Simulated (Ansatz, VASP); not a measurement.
One calculation of PbS, two programs

File INCAR:

```
PREC     = Accurate       # precision mode
ENCUT    = 520            # plane-wave cutoff, eV
EDIFF    = 1E-6           # SCF threshold, eV
ISMEAR   = -1             # smearing method
SIGMA    = 0.02           # smearing width, eV
LREAL    = F              # projectors in reciprocal space
LASPH    = T              # aspherical terms in the spheres
NELM     = 100            # most SCF steps
ALGO     = Normal         # electronic algorithm
ISIF     = 2              # what is computed and relaxed
LWAVE    = F              # write WAVECAR
LCHARG   = F              # write CHGCAR
GGA      = PE             # functional
NBANDS   = 17             # bands
```

Contents of KPOINTS:

```
Automatic mesh
0
Gamma
  8 8 8
```

Contents of POSCAR:

```
PbS
1.0
    0.0000000000      2.9412293325      2.9412293325
    2.9412293325      0.0000000000      2.9412293325
    2.9412293325      2.9412293325      0.0000000000
Pb S
1 1
Direct
    0.0000000000      0.0000000000      0.0000000000
    0.5000000000      0.5000000000      0.5000000000
```

Input for Ansatz:

```yaml
crystal:
  lattice:
    - [0.0, 2.9412293325, 2.9412293325]
    - [2.9412293325, 0.0, 2.9412293325]
    - [2.9412293325, 2.9412293325, 0.0]
  atoms:
    - { symbol: Pb, position: [0.0, 0.0, 0.0] }
    - { symbol: S, position: [0.5, 0.5, 0.5] }
kpoints:
  mp_grid: { grid: [8, 8, 8] }
  band_path:
    path:
      - [0.0, 0.0, 0.0]
      - [0.5, 0.0, 0.5]
      - [0.625, 0.25, 0.625]
      - [0.375, 0.375, 0.75]
      - [0.5, 0.5, 0.5]
      - [0.5, 0.25, 0.75]
    npoints: 1
hamiltonian:
  xc: pbe
scf:
  occupations: { method: fermi_dirac, width: 0.02 }
  n_extra_bands: 4
output:
  forces: true
  stress: true
  eigenvalues: true
  write_density: true
  write_potential: true
  elf: true
  volumetric_format: npy
```

Change from the starting cell: hydrostatic strain -1.5%.

Alike in both runs: task single point; functional PBE; k mesh 8 × 8 × 8; occupations fermi-dirac, width 0.02 eV; no spin polarisation.

|  | VASP | Ansatz |
| --- | --- | --- |
| version | VASP 6.6.1 | Ansatz 0.2.0 |
| potentials or method | VASP PAW PBE potentials, release 64 (Pb_d, S) | plane waves, PAW |
| plane-wave cutoff (eV) | 520 | 420 |
| valence electrons in the cell | 20 | 20 |

Ansatz gave:

```
pressure (GPa) : 3.9
```

Task: What did VASP give for the same quantities?

Result: Pressure (GPa): 3.8.

Neither program's run includes spin-orbit coupling.
